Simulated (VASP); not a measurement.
Wanted: the native input for a VASP 6.6.1 run.

```
Task                   : single point
Functional             : PBE
Potentials or basis    : VASP PAW PBE potentials, release 64 (Ba_sv, Te)
Cutoff                 : 520 eV
k mesh                 : 7 × 7 × 7
Occupations            : fermi-dirac, width 0.05 eV
Spin                   : no spin polarisation
Dipole correction      : no
Further INCAR settings : ALGO = Normal; EDIFF = 1e-06; NBANDS = 15
```

The structure of BaTe lies in POSCAR:

```
BaTe
1.0
    0.0000000000      3.4548735670      3.4548735670
    3.4548735670      0.0000000000      3.4548735670
    3.4548735670      3.4548735670      0.0000000000
Ba Te
1 1
Direct
    0.0000000000      0.0000000000      0.0000000000
    0.5000000000      0.5000000000      0.5000000000
```

One way to write it, as run:

INCAR

```
SYSTEM = BaTe
PREC = Accurate
ENCUT = 520
EDIFF = 1E-6
ISMEAR = -1
SIGMA = 0.05
LREAL = .False.
LASPH = .True.
NELM = 100
ALGO = Normal
ISIF = 2
LWAVE = .False.
LCHARG = .False.
GGA = PE
NBANDS = 15
```

KPOINTS

```
regular mesh
0
Gamma
  7 7 7
  0 0 0
```

Potentials or basis: VASP PAW PBE potentials, release 64 (Ba_sv, Te).

The run is started by

```console
$ cat potpaw_PBE.64/Ba_sv/POTCAR potpaw_PBE.64/Te/POTCAR > POTCAR
$ mpirun -np 1 vasp_std > vasp.out
```

Results of the run:

* Pressure: 2.6 GPa
* Band gap on the k mesh: 1.48 eV, indirect (least direct gap 1.86 eV)

Caveat: spin-orbit coupling is left out, which moves the levels of the heavy elements.

It took 20 s on 1 thread of AMD EPYC 7R43 64-Core Processor (Zen 3), on a shared host, peak memory 0.18 GiB.
